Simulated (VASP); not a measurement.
# Ti5W (P4/mmm) in VASP: notebook, part 2 of 2

VASP 6.6.1. The steps go on from the part before.

### Step 3. Single point, PBE, collinear spin

This run uses another cell than the first one, of 16.88 Å³/atom.

Contents of INCAR:

```
SYSTEM = Ti5W
PREC     = Accurate       ! precision mode
ENCUT    = 520            ! plane-wave cutoff, eV
EDIFF    = 1E-6           ! SCF threshold, eV
ISMEAR   = 0              ! smearing method
SIGMA    = 0.1            ! smearing width, eV
LREAL    = .FALSE.        ! projectors in reciprocal space
LASPH    = .TRUE.         ! aspherical terms in the spheres
NELM     = 150            ! most SCF steps
ALGO     = Normal         ! electronic algorithm
ISIF     = 2              ! what is computed and relaxed
LWAVE    = .FALSE.        ! write WAVECAR
LCHARG   = .TRUE.         ! write CHGCAR
ISPIN    = 2              ! spin polarisation
MAGMOM   = 1 1 1 1 1 0    ! initial moments
LORBIT   = 11             ! projections on sites
LMAXMIX  = 4              ! l up to which the mixer works
GGA      = PE             ! functional
LELF     = .TRUE.         ! ELF
LVHAR    = .TRUE.       
NBANDS   = 50             ! bands
```

Contents of KPOINTS:

```
regular mesh
0
G
  6 6 2
  0 0 0
```

Contents of POSCAR:

```
Ti5W
1.0
    2.7418336575      0.0000000000      0.0000000000
    0.0000000000      2.7418336575      0.0000000000
    0.0000000000      0.0000000000     13.4706631147
Ti W
5 1
Direct
    0.0000000000      0.0000000000      0.6650145217
    0.5000000000      0.5000000000      0.8308678842
    0.5000000000      0.5000000000      0.1691321158
    0.0000000000      0.0000000000      0.3349854783
    0.5000000000      0.5000000000      0.5000000000
    0.0000000000      0.0000000000      0.0000000000
```

Potentials or basis: VASP PAW PBE potentials, release 64 (Ti_sv, W_sv).

Run with:

```bash
$ cat potpaw_PBE.64/Ti_sv/POTCAR potpaw_PBE.64/W_sv/POTCAR > POTCAR
$ mpirun -np 1 vasp_std > vasp.out
```

OUTCAR:

```text
SYSTEM = Ti5W
   PREC = Accurate
   ENCUT = 520
   EDIFF = 1E-6
   ISMEAR = 0
   LREAL = .FALSE.
   LASPH = .TRUE.
   NELM = 150
   ISIF = 2
   ISPIN = 2
   LORBIT = 11
   GGA = PE

 ion  position               nearest neighbor table
   1  0.000  0.000  0.665-
   2  0.500  0.500  0.831-   6 2.99   6 2.99   6 2.99   6 2.99
   3  0.500  0.500  0.169-   6 2.99   6 2.99   6 2.99   6 2.99
   4  0.000  0.000  0.335-
   5  0.500  0.500  0.500-
   6  0.000  0.000  0.000-   2 2.99   3 2.99   2 2.99   3 2.99   2 2.99   3 2.99   2 2.99   3 2.99

  LATTYP: Found a simple tetragonal cell.
 ALAT       =     2.7418336575
 C/A-ratio  =     4.9130125301

  Lattice vectors:
[... 2311 lines left out ...]
 -----------------------------------------------------------------------------------
      0.00000      0.00000      8.95819         0.000000     -0.000000     -0.008142
      1.37092      1.37092     11.19234         0.000000      0.000000     -0.011904
      1.37092      1.37092      2.27832         0.000000      0.000000      0.011904
      0.00000      0.00000      4.51248        -0.000000     -0.000000      0.008142
      1.37092      1.37092      6.73533         0.000000      0.000000      0.000000
      0.00000      0.00000      0.00000         0.000000      0.000000      0.000000
 -----------------------------------------------------------------------------------
    total drift:                               -0.000000     -0.000000      0.000000

  FREE ENERGIE OF THE ION-ELECTRON SYSTEM (eV)
  ---------------------------------------------------
  free  energy   TOTEN  =       -51.5005591692 eV

  energy  without entropy=      -51.4524339142  energy(sigma->0) =      -51.47649654

 total charge

# of ion       s       p       d       tot
------------------------------------------
    1        2.252   6.127   1.922  10.301
    2        2.239   6.139   1.895  10.273
    3        2.239   6.139   1.895  10.273
    4        2.252   6.127   1.922  10.301
    5        2.254   6.123   1.928  10.305
    6        2.415   6.241   3.308  11.964
--------------------------------------------------
tot         13.650  36.896  12.870  63.417

 magnetization (x)

# of ion       s       p       d       tot
------------------------------------------
    1        0.000   0.000   0.000   0.000
    2       -0.000  -0.000  -0.000  -0.000
    3       -0.000  -0.000  -0.000  -0.000
    4        0.000   0.000   0.000   0.000
    5       -0.000  -0.000  -0.000  -0.000
    6        0.000  -0.000   0.000   0.000
--------------------------------------------------
tot         -0.000  -0.000  -0.000  -0.000
```

OSZICAR:

```text
N       E                     dE             d eps       ncg     rms          rms(c)
DAV:   1     0.101899458522E+04    0.10190E+04   -0.36069E+04  4000   0.183E+03
DAV:   2     0.730241862472E+02   -0.94597E+03   -0.92216E+03  4000   0.576E+02
DAV:   3    -0.421790610551E+02   -0.11520E+03   -0.10996E+03  5934   0.174E+02
[... 20 lines left out ...]
DAV:  24    -0.515005418928E+02   -0.22077E-04   -0.15444E-04  5730   0.339E-02    0.109E-02
DAV:  25    -0.515005537864E+02   -0.11894E-04   -0.14192E-04  5382   0.308E-02    0.732E-03
DAV:  26    -0.515005577969E+02   -0.40105E-05   -0.62025E-05  5404   0.214E-02    0.457E-03
DAV:  27    -0.515005589598E+02   -0.11630E-05   -0.22173E-05  4552   0.133E-02    0.218E-03
DAV:  28    -0.515005591692E+02   -0.20931E-06   -0.16626E-06  2858   0.813E-03
   1 F= -.51500559E+02 E0= -.51476497E+02  d E =-.481253E-01  mag=    -0.0001
```

stdout:

```text
POSCAR found type information on POSCAR TiW
 POSCAR found :  2 types and       6 ions
 scaLAPACK will be used
 LDA part: xc-table for (Slater+PW92), standard interpolation
 POSCAR, INCAR and KPOINTS ok, starting setup
 FFT: planning ... GRIDC
 FFT: planning ... GRID_SOFT
 FFT: planning ... GRID
 WAVECAR not read
 entering main loop
```

Run time: 3.8 min. Hardware: 1 thread of Intel Xeon 6975P-C (Granite Rapids), shared host; peak memory 0.32 GiB.

Results:

```
Free energy                                           : -51.5006 eV
Pressure                                              : 0.1 GPa
Largest force                                         : 0.012 eV/Å
Band gap on the k mesh                                : zero (filled and empty bands overlap)
Net moment                                            : 0.00 μB per cell
Valence electrons inside the program's atomic spheres : Ti 10.30, 10.27 (each value once); W 11.96
```

Forces on the atoms (eV/Å):
```
Ti   0.000  0.000 -0.008
Ti   0.000  0.000 -0.012
Ti   0.000  0.000  0.012
Ti   0.000  0.000  0.008
Ti   0.000  0.000  0.000
W    0.000  0.000  0.000
```

Levels at points of the mesh, in eV from the Fermi level:
Spin up:
```
           k point  band 35  band 36  band 37  band 38  band 39  band 40
(0.00, 0.00, 0.00)    -0.34    -0.15     0.11     0.26     0.80     1.05
(0.50, 0.00, 0.00)     0.07     0.10     0.19     0.23     0.39     0.39
(0.50, 0.50, 0.00)    -1.01    -1.01     0.71     0.71     0.89     0.89
(0.00, 0.00, 0.50)    -0.21    -0.08     0.07     0.40     0.84     0.96
(0.50, 0.00, 0.50)    -0.32     0.00     0.04     0.09     0.23     0.24
(0.50, 0.50, 0.50)    -0.46    -0.46    -0.22    -0.22     1.89     2.02
```
Spin down:
| k point | band 35 | band 36 | band 37 | band 38 | band 39 | band 40 |
| --- | --- | --- | --- | --- | --- | --- |
| (0.00, 0.00, 0.00) | -0.34 | -0.15 | 0.11 | 0.26 | 0.80 | 1.05 |
| (0.50, 0.00, 0.00) | 0.06 | 0.10 | 0.19 | 0.23 | 0.39 | 0.39 |
| (0.50, 0.50, 0.00) | -1.01 | -1.01 | 0.71 | 0.71 | 0.89 | 0.89 |
| (0.00, 0.00, 0.50) | -0.21 | -0.08 | 0.07 | 0.40 | 0.84 | 0.96 |
| (0.50, 0.00, 0.50) | -0.32 | 0.00 | 0.04 | 0.09 | 0.23 | 0.24 |
| (0.50, 0.50, 0.50) | -0.46 | -0.46 | -0.22 | -0.22 | 1.89 | 2.02 |

Caveat: the k points lie up to 0.38 Å⁻¹ apart, too coarse for converged energies and pressures of a metal; spin-orbit coupling is left out, which moves the levels of the heavy elements.
